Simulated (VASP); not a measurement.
Here is a VASP 6.6.1 calculation.

The input INCAR:

```
PREC = Accurate
ENCUT = 520
EDIFF = 1E-6
ISMEAR = 0
SIGMA = 0.02
LREAL = Auto
LASPH = True
NELM = 100
ALGO = Normal
ISIF = 2
LWAVE = False
LCHARG = False
GGA = PE
NELECT = 290.0
NBANDS = 170
```

Contents of KPOINTS:

```
Automatic mesh
0
Gamma
  2 2 2
  0.5 0.5 0.5
```

Contents of POSCAR:

```
LiTi12O24
1.0
   -4.6433174325     -4.6433174325      0.0000000000
   -4.6433174325      4.6433174325      0.0000000000
    0.0000000000      0.0000000000     -8.8916049598
Ti O Li
12 24 1
Direct
    0.0106582203      0.5209455384      0.3333502797
   -0.0025899586      0.5011083205      0.0041191664
   -0.0026932253      0.5010334817      0.6625784689
    0.4893363491     -0.0209455850      0.3333502797
    0.5025854971     -0.0011058904      0.0041189414
    0.5026929634     -0.0010376202      0.6625791437
    0.5061414676      0.4840421816      0.5001194970
    0.5062197522      0.4839949094      0.1665208932
    0.4786061975      0.5301654551      0.8333154738
   -0.0061457138      0.0159531415      0.5001193845
   -0.0062278749      0.0160068746      0.1665184190
    0.0213906332     -0.0301681938      0.8333143492
    0.8070963389      0.5022929261      0.4991303617
    0.8071006461      0.5023041250      0.1675318468
    0.8084273915      0.5188103194      0.8333369547
    0.3030276350      0.0070418403      0.5006958834
    0.3030274196      0.0070321490      0.1659770094
    0.3047497873     -0.0019197481      0.8333349304
   -0.0154348698      0.1952395056      0.6742010050
   -0.0038551101      0.1965828340      0.3333318353
   -0.0154386387      0.1952542580      0.9924760535
    0.4933790406      0.6955103860      0.6611733232
    0.4975640872      0.6911534795      0.3333402702
    0.4933733335      0.6955010177      1.0054908018
    0.0024331742      0.8088449809      0.3333404952
    0.0066242510      0.8044984118      0.0054905723
    0.0066188669      0.8044878590      0.6611733232
    0.5038519408      0.3034150735      0.3333317228
    0.5154355770      0.3047441879     -0.0075237261
    0.5154323465      0.3047584018      0.6742008925
    0.1969700571      0.4929564979      0.5006950961
    0.1969701648      0.4929667276      0.1659780216
    0.1952489816      0.5019187324      0.8333350428
    0.6929014755     -0.0022948033      0.4991311490
    0.6928968451     -0.0023050330      0.1675307222
    0.6915697767     -0.0188115504      0.8333367298
    0.7499982611      0.2499992768      0.8334377240
```

Potentials or basis: VASP PAW PBE potentials, release 64 (Ti_sv, O, Li_sv).

Run with:

```bash
$ cat potpaw_PBE.64/Ti_sv/POTCAR potpaw_PBE.64/O/POTCAR potpaw_PBE.64/Li_sv/POTCAR > POTCAR
$ mpirun -np 1 vasp_std > vasp.out
```

Task: Predict the largest force.

Result: 0.067 eV/Å.

Forces on the atoms (eV/Å):
```
Ti   0.010 -0.024 -0.004
Ti  -0.022 -0.009  0.030
Ti  -0.028 -0.006 -0.012
Ti  -0.010  0.024 -0.004
Ti   0.022  0.009  0.030
Ti   0.028  0.006 -0.012
Ti  -0.020  0.026 -0.021
Ti  -0.015  0.032  0.020
Ti   0.003 -0.040 -0.003
Ti   0.020 -0.026 -0.021
Ti   0.015 -0.032  0.020
Ti  -0.003  0.040 -0.003
O    0.031  0.025  0.011
O    0.029  0.027 -0.016
O   -0.006  0.053  0.000
O    0.026  0.032 -0.010
O    0.027  0.033  0.008
O   -0.022 -0.012 -0.002
O   -0.005  0.023 -0.024
O   -0.050  0.044 -0.003
O   -0.005  0.029  0.024
O   -0.025  0.029  0.033
O    0.020 -0.021 -0.001
O   -0.028  0.027 -0.030
O   -0.020  0.021 -0.001
O    0.028 -0.027 -0.030
O    0.025 -0.029  0.033
O    0.050 -0.044 -0.003
O    0.005 -0.029  0.024
O    0.005 -0.023 -0.024
O   -0.026 -0.032 -0.010
O   -0.027 -0.033  0.008
O    0.022  0.012 -0.002
O   -0.031 -0.025  0.011
O   -0.029 -0.027 -0.016
O    0.006 -0.053  0.000
Li   0.000  0.000  0.000
```

Caveat: the cell carries a net charge on a neutralising background, which shifts energy and pressure.
